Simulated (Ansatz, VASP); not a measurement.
One calculation of Si2Mo, two programs

Contents of INCAR:

```
SYSTEM = Si2Mo
PREC     = Accurate       ! precision mode
ENCUT    = 520            ! plane-wave cutoff, eV
EDIFF    = 1E-6           ! SCF threshold, eV
ISMEAR   = -1             ! smearing method
SIGMA    = 0.1            ! smearing width, eV
LREAL    = .FALSE.        ! projectors in reciprocal space
LASPH    = .TRUE.         ! aspherical terms in the spheres
NELM     = 100            ! most SCF steps
ALGO     = Normal         ! electronic algorithm
ISIF     = 2              ! what is computed and relaxed
LWAVE    = .FALSE.        ! write WAVECAR
LCHARG   = .FALSE.        ! write CHGCAR
GGA      = PE             ! functional
NBANDS   = 18             ! bands
```

The input KPOINTS:

```
Automatic mesh
0
G
  15 15 15
  0 0 0
```

POSCAR

```
Si2Mo
1.0
   -1.6000000000      1.6000000000      3.9305000000
    1.6000000000     -1.6000000000      3.9305000000
    1.6000000000      1.6000000000     -3.9305000000
Si Mo
2 1
Direct
    0.3330000000      0.3330000000      0.0000000000
    0.6670000000      0.6670000000      0.0000000000
    0.0000000000      0.0000000000      0.0000000000
```

Input for Ansatz:

```yaml
crystal:
  lattice:
    - [-1.6, 1.6, 3.9305]
    - [1.6, -1.6, 3.9305]
    - [1.6, 1.6, -3.9305]
  atoms:
    - { symbol: Si, position: [0.333, 0.333, 0.0] }
    - { symbol: Si, position: [0.667, 0.667, 0.0] }
    - { symbol: Mo, position: [0.0, 0.0, 0.0] }
kpoints:
  mp_grid:
    grid: [15, 15, 15]
hamiltonian:
  xc: pbe
  pseudopotentials:
    kind: paw
scf:
  occupations:
    method: fermi_dirac
    width: 0.1
output:
  forces: true
  stress: true
  eigenvalues: true
```

Alike in both runs: task single point; functional PBE; k mesh 15 × 15 × 15; occupations fermi-dirac, width 0.1 eV; no spin polarisation.

```csv
,VASP,Ansatz
version,VASP 6.6.1,Ansatz 0.2.0
potentials or method,"VASP PAW PBE potentials, release 64 (Si, Mo_sv)","plane waves, PAW"
plane-wave cutoff (eV),520,420
valence electrons in the cell,22,22
```

```csv
,VASP,Ansatz,Ansatz less VASP
gap on the k mesh at the Fermi level (eV),none,none,-
pressure (GPa),2.4,2.3,-0.17
"traceless stress, the component that is largest in VASP (GPa)",-0.74,-0.73,+0.008
rms of the force components (eV/Å),0.128,0.130,+0.0023
```

Atom by atom the forces differ by 0.002 eV/Å (rms over components). A gap of «none» marks a metal or a gap that the smearing closes.
